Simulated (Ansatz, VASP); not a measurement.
## Ti in VASP and in Ansatz

```
Ti
1.0
     0.00000    2.84418    2.84418
     2.84418    0.00000    2.84418
     2.84418    2.84418    0.00000
Ti
2
Direct
  0.87500 0.87500 0.87500
  0.12500 0.12500 0.12500
```

Alike in both runs: functional PBE; k mesh 12 × 12 × 12; occupations fermi-dirac, width 0.08 eV; no spin polarisation.

Ansatz relaxed the structure, and its values are those at the end. VASP's run is a single point on that final structure, the one shown.

|  | VASP | Ansatz |
| --- | --- | --- |
| version | VASP 6.6.1 | Ansatz 0.2.0 |
| potentials or method | VASP PAW PBE potentials, release 64 (Ti_sv) | PAW with Ansatz's default frozen-core files, scalar-relativistic |
| plane-wave cutoff (eV) | 520 | 420 |
| valence electrons in the cell | 24 | 24 |

Ansatz gave:

```
pressure (GPa) : 0.0
```

Problem. Which values does VASP return?

Solution. Pressure (GPa): 0.1.

The functional is the same, so the differences come from potentials, cutoffs and numerics.
